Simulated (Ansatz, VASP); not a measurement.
## TaN in VASP and in Ansatz

```
Ta N
1.0
     3.15189    0.00000    0.00000
    -1.57595    2.72962    0.00000
     0.00000    0.00000    6.10500
Ta N
2 2
Cartesian
  0.0000 1.8197 0.1865
  1.5759 0.9099 3.2390
  0.0000 1.8197 2.1639
  1.5759 0.9099 5.2164
```

Alike in both runs: functional PBE; k mesh 18 × 18 × 8; occupations gaussian, width 0.1 eV; no spin polarisation.

Ansatz relaxed the structure, and its values are those at the end. VASP's run is a single point on that final structure, the one shown.

|  | VASP | Ansatz |
| --- | --- | --- |
| version | VASP 6.6.1 | Ansatz 0.2.0 |
| potentials or method | VASP PAW PBE potentials, release 64 (Ta_pv, N), cutoff 520 eV | scalar-relativistic, plane waves, PAW |
| valence electrons in the cell | 32 | 36 |

VASP gave:

| Item | Value |
| --- | --- |
| gap on the k mesh at the Fermi level (eV) | none |
| pressure (GPa) | 0.5 |
| rms of the force components (eV/Å) | 0.014 |

**Question.** Estimate Ansatz's values.

**Answer.** gap on the k mesh at the Fermi level (eV): none; pressure (GPa): 0.0; rms of the force components (eV/Å): 0.002.

A gap of «none» marks a metal or a gap that the smearing closes. VASP's potentials hold 32 valence electrons a cell and Ansatz's 36, so a difference there can come from the potentials and not from the codes.

Neither program's run includes spin-orbit coupling.
